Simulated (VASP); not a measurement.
A run of VASP 6.6.1 is set up as follows.

File INCAR:

```
SYSTEM = HfO2
  ALGO = Normal
  EDIFF = 1E-6
  ENCUT = 520
  GGA = PE
  ISIF = 2
  ISMEAR = 0
  LASPH = .True.
  LCHARG = .False.
  LREAL = .False.
  LWAVE = .False.
  NBANDS = 18
  NELM = 60
  PREC = Accurate
  SIGMA = 0.05
```

The input KPOINTS:

```
k-points
0
Gamma
  8 8 8
  0 0 0
```

File POSCAR:

```
HfO2
1.0
    0.0000000000      2.6853750000      2.6214375000
    2.6853750000      0.0000000000      2.6214375000
    2.6853750000      2.6853750000      0.0000000000
Hf O
1 2
Direct
    0.0000000000      0.0000000000      0.0000000000
    0.2500000000      0.2500000000      0.2500000000
    0.7500000000      0.7500000000      0.7500000000
```

Potentials or basis: VASP PAW PBE potentials, release 64 (Hf_pv, O).

Command:

```sh
$ cat potpaw_PBE.64/Hf_pv/POTCAR potpaw_PBE.64/O/POTCAR > POTCAR
$ mpirun -np 1 vasp_std > vasp.out
```

Problem. Estimate the band gap on the k mesh.

Solution. 3.22 eV, indirect (the least direct gap lies 1.3 meV higher).

Problem. Predict the pressure.

Solution. -27.1 GPa.

Stress tensor (GPa, compression positive):
```
-30.14   0.00   0.00
  0.00 -30.14   0.00
  0.00   0.00 -20.93
```

Caveat: the cell differs from its parent crystal (strain +0.050 along x and y, +0.025 along z); spin-orbit coupling is left out, which moves the levels of the heavy elements. A k mesh can miss the band edges.
